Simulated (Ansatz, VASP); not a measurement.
## Two plane-wave programs on ScAl3N3

```
CELL_PARAMETERS angstrom
4.52819 0.00000 0.00000
-2.26410 3.92153 0.00000
0.00000 0.00000 5.77164
ATOMIC_POSITIONS crystal
Sc 0.66667 0.33333 0.50000
Al 0.33333 0.66667 0.25216
Al 0.33333 0.66667 0.74784
Al 0.66667 0.33333 0.00000
N 0.15707 0.84293 0.50000
N 0.15707 0.31414 0.50000
N 0.68586 0.84293 0.50000
```

Alike in both runs: functional PBE; k mesh 4 × 4 × 3; occupations gaussian, width 0.2 eV; no spin polarisation.

Ansatz relaxed the structure, and its values are those at the end. VASP's run is a single point on that final structure, the one shown.

|  | VASP | Ansatz |
| --- | --- | --- |
| version | VASP 6.6.1 | Ansatz 0.2.0 |
| potentials or method | VASP PAW PBE potentials, release 64 (Sc_sv, Al, N), cutoff 600 eV | scalar-relativistic, plane waves, PAW |
| valence electrons in the cell | 35 | 35 |

|  | VASP | Ansatz | Ansatz less VASP |
| --- | --- | --- | --- |
| gap on the k mesh at the Fermi level (eV) | none | none | - |
| pressure (GPa) | -0.2 | -0.3 | -0.10 |
| rms of the force components (eV/Å) | 0.019 | 0.027 | +0.0080 |

A gap of «none» marks a metal or a gap that the smearing closes.

The k mesh is coarse, so the values compare programs but aren't converged.
